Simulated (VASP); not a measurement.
Runs of VASP 6.6.1 on Ba. The structure is that of space group Im-3m (No. 229), or close to it. The cells are those of the table. 

```tsv
task	cell	k mesh	cutoff (eV)	gap on the mesh (eV)	pressure (GPa)
single point	a = 4.253 Å, angles 109.5°, 1 atom	12 × 12 × 12	520	none	0.7
single point	a = 4.341 Å, angles 109.5°, 1 atom	6 × 6 × 6	500	none	(b)
single point	a = 4.298 Å, angles 109.5°, 1 atom	12 × 12 × 12	520	none	(a)
single point	a = 4.384 Å, angles 109.5°, 1 atom	12 × 12 × 12	520	none	-0.2
single point	a = 4.341 Å, angles 109.5°, 1 atom	12 × 12 × 12	520	none	0.1
relaxation of cell and atoms	relaxed from a = 4.341 Å, angles 109.5°, 1 atom	12 × 12 × 12	600	none	0.0
single point	a = 4.427 Å, angles 109.5°, 1 atom	12 × 12 × 12	520	none	-0.4
```

Alike in all rows: level PBE; potentials or basis VASP PAW PBE potentials, release 64 (Ba_sv); no spin polarisation; smearing gaussian 0.1 eV.

**Question.** Fill in the values left out.

**Answer.** (a) 0.4; (b) 0.2.

Caveats: spin-orbit coupling is left out, which moves the levels of the heavy elements.

A k mesh can miss the band edges, and the runs leave out spin-orbit coupling on Ba.

A gap of «none» marks levels without a gap at the run's occupations.
